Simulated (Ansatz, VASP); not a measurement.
**AgI in VASP and in Ansatz**

File INCAR:

```
  PREC = Accurate
  ENCUT = 500
  EDIFF = 1E-6
  ISMEAR = 0
  SIGMA = 0.01
  LREAL = False
  LASPH = True
  NELM = 120
  ALGO = Normal
  ISIF = 2
  LWAVE = False
  LCHARG = False
  NBANDS = 46
  GGA_COMPAT = False
```

KPOINTS

```
regular mesh
0
Gamma
  6 6 2
```

POSCAR

```
AgI
1.0
    4.4410609423      0.0000000000      0.0000000000
   -2.2205304711      3.8460715958      0.0000000000
    0.0000000000      0.0000000000     14.8805643239
Ag I
4 4
Direct
    0.0000000000      0.0000000000      0.3237121402
    0.6666666667      0.3333333333      0.4263931477
    0.3333333333      0.6666666667      0.9263931477
    0.0000000000      0.0000000000      0.8237121402
    0.0000000000      0.0000000000      0.0160088608
    0.6666666667      0.3333333333      0.2338858515
    0.3333333333      0.6666666667      0.7338858515
    0.0000000000      0.0000000000      0.5160088608
```

Input for Ansatz:

```yaml
crystal:
  lattice:
    - [4.4410609423, 0.0, 0.0]
    - [-2.2205304711, 3.8460715958, 0.0]
    - [0.0, 0.0, 14.8805643239]
  atoms:
    - { symbol: Ag, position: [0.0, 0.0, 0.3237121402] }
    - { symbol: Ag, position: [0.6666666667, 0.3333333333, 0.4263931477] }
    - { symbol: Ag, position: [0.3333333333, 0.6666666667, 0.9263931477] }
    - { symbol: Ag, position: [0.0, 0.0, 0.8237121402] }
    - { symbol: I, position: [0.0, 0.0, 0.0160088608] }
    - { symbol: I, position: [0.6666666667, 0.3333333333, 0.2338858515] }
    - { symbol: I, position: [0.3333333333, 0.6666666667, 0.7338858515] }
    - { symbol: I, position: [0.0, 0.0, 0.5160088608] }
kpoints:
  mp_grid: { grid: [6, 6, 2] }
  band_path:
    path:
      - [0.0, 0.0, 0.0]
      - [0.5, 0.0, 0.0]
      - [0.3333333333, 0.3333333333, 0.0]
      - [0.0, 0.0, 0.5]
      - [0.5, 0.0, 0.5]
      - [0.3333333333, 0.3333333333, 0.5]
    npoints: 1
hamiltonian:
  xc: lda
scf:
  occupations: { method: fixed }
  n_extra_bands: 6
output:
  forces: true
  stress: true
  eigenvalues: true
```

Alike in both runs: task single point; functional LDA; k mesh 6 × 6 × 2; no spin polarisation.

|  | VASP | Ansatz |
| --- | --- | --- |
| version | VASP 6.6.1 | Ansatz 0.2.0 |
| potentials or method | VASP PAW LDA potentials, release 64 (Ag, I) | plane waves, PAW |
| plane-wave cutoff (eV) | 500 | 420 |
| occupations | gaussian, width 0.01 eV | fixed |
| valence electrons in the cell | 72 | 144 |

VASP gave:

* gap on the k mesh at the Fermi level (eV): 1.27
* pressure (GPa): -2.9
* traceless stress, the component that is largest in VASP (GPa): -0.45
* rms of the force components (eV/Å): 0.193

Task: Which values does Ansatz return?

Result: gap on the k mesh at the Fermi level (eV): 1.25; pressure (GPa): -3.0; traceless stress, the component that is largest in VASP (GPa): -0.44; rms of the force components (eV/Å): 0.195.

LDA's correlation is that of Perdew and Zunger in VASP and of Perdew and Wang (1992) in Ansatz. Atom by atom the forces differ by 0.003 eV/Å (rms over components). VASP's potentials hold 72 valence electrons a cell and Ansatz's 144, so a difference there can come from the potentials and not from the codes.

Neither program's run includes spin-orbit coupling.
